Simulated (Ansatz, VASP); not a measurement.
# One calculation of AlNi, two programs

The input INCAR:

```
  PREC = Accurate
  ENCUT = 600
  EDIFF = 1E-6
  ISMEAR = 0
  SIGMA = 0.15
  LREAL = F
  LASPH = T
  NELM = 120
  ALGO = Normal
  ISIF = 2
  LWAVE = F
  LCHARG = F
  GGA = PS
  NBANDS = 14
  GGA_COMPAT = F
```

File KPOINTS:

```
Automatic mesh
0
Gamma
  20 20 20
```

POSCAR

```
AlNi
1.0
    3.0052738296      0.0000000000      0.0000000000
    0.0000000000      3.0052738296      0.0000000000
    0.0000000000      0.0000000000      2.7190572744
Al Ni
1 1
Direct
    0.0000000000      0.0000000000      0.0000000000
    0.5000000000      0.5000000000      0.5000000000
```

Input for Ansatz:

```yaml
crystal:
  lattice:
    - [3.0052738296, 0.0, 0.0]
    - [0.0, 3.0052738296, 0.0]
    - [0.0, 0.0, 2.7190572744]
  atoms:
    - { symbol: Al, position: [0.0, 0.0, 0.0] }
    - { symbol: Ni, position: [0.5, 0.5, 0.5] }
basis:
  ecutwfc: 420
kpoints:
  mp_grid: { grid: [20, 20, 20] }
hamiltonian:
  xc: pbesol
scf:
  occupations: { method: gaussian, width: 0.15 }
output:
  forces: true
  stress: true
  eigenvalues: true
```

Change from the starting cell: strain +0.050 along x and y, -0.050 along z, atoms carried along.

Alike in both runs: task single point; functional PBEsol; k mesh 20 × 20 × 20; occupations gaussian, width 0.15 eV; no spin polarisation.

```csv
,VASP,Ansatz
version,VASP 6.6.1,Ansatz 0.2.0
potentials or method,"VASP PAW PBE potentials, release 64 (Al, Ni), cutoff 600 eV","scalar-relativistic, plane waves, PAW"
valence electrons in the cell,13,21
```

```csv
,VASP,Ansatz,Ansatz less VASP
gap on the k mesh at the Fermi level (eV),none,none,-
pressure (GPa),-6.5,-6.6,-0.12
"traceless stress, the component that is largest in VASP (GPa)",6.37,6.24,-0.133
```

VASP's potentials were made for PBE, not for PBEsol. A gap of «none» marks a metal or a gap that the smearing closes. With one functional, cell and mesh, what is left measures potentials, basis and numerics. VASP's potentials hold 13 valence electrons a cell and Ansatz's 21, so a difference there can come from the potentials and not from the codes.
